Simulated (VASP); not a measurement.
A run of VASP 6.6.1:

INCAR

```
SYSTEM = Mg
  PREC = Accurate
  ENCUT = 520
  EDIFF = 1E-6
  ISMEAR = 0
  SIGMA = 0.1
  LREAL = .FALSE.
  LASPH = .TRUE.
  NELM = 60
  ALGO = Fast
  ISIF = 2
  LWAVE = .FALSE.
  LCHARG = .FALSE.
  GGA = PS
  NBANDS = 7
```

The input KPOINTS:

```
regular mesh
0
G
  8 8 8
  0 0 0
```

POSCAR

```
Mg
1.0
   -1.7727644967      1.7727644967      1.7727644967
    1.7727644967     -1.7727644967      1.7727644967
    1.7727644967      1.7727644967     -1.7727644967
Mg
1
Direct
    0.0000000000      0.0000000000      0.0000000000
```

Potentials or basis: VASP PAW PBE potentials, release 64 (Mg).

The run is started by

```bash
$ cat potpaw_PBE.64/Mg/POTCAR > POTCAR
$ mpirun -np 1 vasp_std > vasp.out
```

Hardware: 1 thread of Intel Xeon 8259CL, with other jobs on the host.

Question: Estimate the wall time of this run.

Answer: Run time: 6.9 s on 1 thread of Intel Xeon 8259CL, on a shared host, peak memory 0.13 GiB. Counts: scf iterations 9, k points 29.
